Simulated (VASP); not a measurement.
Here is a VASP 6.6.1 calculation.

File INCAR:

```
ALGO = Normal
EDIFF = 1E-6
ENCUT = 520
GGA = PE
ISIF = 2
ISMEAR = -1
ISPIN = 2
LASPH = True
LCHARG = False
LMAXMIX = 4
LORBIT = 11
LREAL = False
LWAVE = False
MAGMOM = 2 0
NBANDS = 19
NELM = 150
PREC = Accurate
SIGMA = 0.05
```

File KPOINTS:

```
k-points
0
Gamma
  11 11 11
```

Contents of POSCAR:

```
NiO
1.0
    0.0000000000      2.0630451059      2.0630451059
    2.0630451059      0.0000000000      2.0630451059
    2.0630451059      2.0630451059      0.0000000000
Ni O
1 1
Direct
    0.0000000000      0.0000000000      0.0000000000
    0.5000000000      0.5000000000      0.5000000000
```

Potentials or basis: VASP PAW PBE potentials, release 64 (Ni, O).

Command:

```console
$ cat potpaw_PBE.64/Ni/POTCAR potpaw_PBE.64/O/POTCAR > POTCAR
$ mpirun -np 1 vasp_std > vasp.out
```

What does it give for the net moment?

1.55 μB per cell.

What does it give for the site moments?

Ni +1.29; O +0.23 μB.

What does it give for the pressure?

11.5 GPa.

Caveat: a cell with one magnetic atom can't hold antiferromagnetic order, which such compounds often take.
